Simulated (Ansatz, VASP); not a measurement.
Two plane-wave programs on BiP

Contents of POSCAR:

```
BiP
1.0
    4.9048130777      0.0000000000      0.0000000000
   -2.4524065388      4.2476927261      0.0000000000
    0.0000000000      0.0000000000      6.1737119889
Bi P
2 2
Direct
    0.6666666667      0.3333333333      0.0317686379
    0.3333333333      0.6666666667      0.5317686379
    0.6666666667      0.3333333333      0.5934313621
    0.3333333333      0.6666666667      0.0934313621
```

INCAR.step1

```
ALGO = Normal ; EDIFF = 1E-4
ENCUT = 520 ; GGA = PE
ISMEAR = 0 ; LASPH = True
LCHARG = False ; LREAL = False
LWAVE = True ; NBANDS = 28
NELM = 60 ; PREC = Accurate
SIGMA = 0.05
```

INCAR.step2

```
ALGO = Normal ; EDIFF = 1E-6
ENCUT = 520 ; ISIF = 2
ISMEAR = 0 ; ISTART = 1
LASPH = True ; LCHARG = True
LELF = True ; LMIXTAU = True
LREAL = False ; LVHAR = True
LWAVE = False ; METAGGA = R2SCAN
NBANDS = 28 ; NELM = 60
PREC = Accurate ; SIGMA = 0.05
```

The input KPOINTS:

```
k-points
0
Gamma
  8 8 6
```

Input for Ansatz:

```yaml
crystal:
  lattice:
    - [4.9048130777, 0.0, 0.0]
    - [-2.4524065388, 4.2476927261, 0.0]
    - [0.0, 0.0, 6.1737119889]
  atoms:
    - { symbol: Bi, position: [0.6666666667, 0.3333333333, 0.0317686379] }
    - { symbol: Bi, position: [0.3333333333, 0.6666666667, 0.5317686379] }
    - { symbol: P, position: [0.6666666667, 0.3333333333, 0.5934313621] }
    - { symbol: P, position: [0.3333333333, 0.6666666667, 0.0934313621] }
basis:
  ecutwfc: 500
  ecutrho_ratio: 4
kpoints:
  mp_grid: { grid: [8, 8, 6] }
hamiltonian:
  xc: r2scan
scf:
  occupations: { method: gaussian, width: 0.05 }
output:
  forces: true
  stress: true
  eigenvalues: true
  populations: true
  write_density: true
  write_potential: true
  elf: true
  volumetric_format: npy
```

Alike in both runs: task single point; functional r2SCAN; k mesh 8 × 8 × 6; occupations gaussian, width 0.05 eV; no spin polarisation.

```csv
,VASP,Ansatz
version,VASP 6.6.1,Ansatz 0.2.0
potentials or method,"VASP PAW PBE potentials, release 64 (Bi_d, P), cutoff 520 eV","scalar-relativistic, plane waves, PAW"
valence electrons in the cell,40,40
```

|  | VASP | Ansatz | Ansatz less VASP |
| --- | --- | --- | --- |
| gap on the k mesh at the Fermi level (eV) | 0.21 | 0.21 | -0.003 |
| least direct gap on the mesh (eV) | 1.21 | 1.21 | +0.004 |
| pressure (GPa) | -0.9 | -0.9 | +0.04 |
| traceless stress, the component that is largest in VASP (GPa) | -0.36 | -0.37 | -0.003 |
| rms of the force components (eV/Å) | 0.063 | 0.062 | -0.0013 |

VASP's potentials were made for PBE, not for r2SCAN. Atom by atom the forces differ by 0.001 eV/Å (rms over components).

Neither program's run includes spin-orbit coupling.
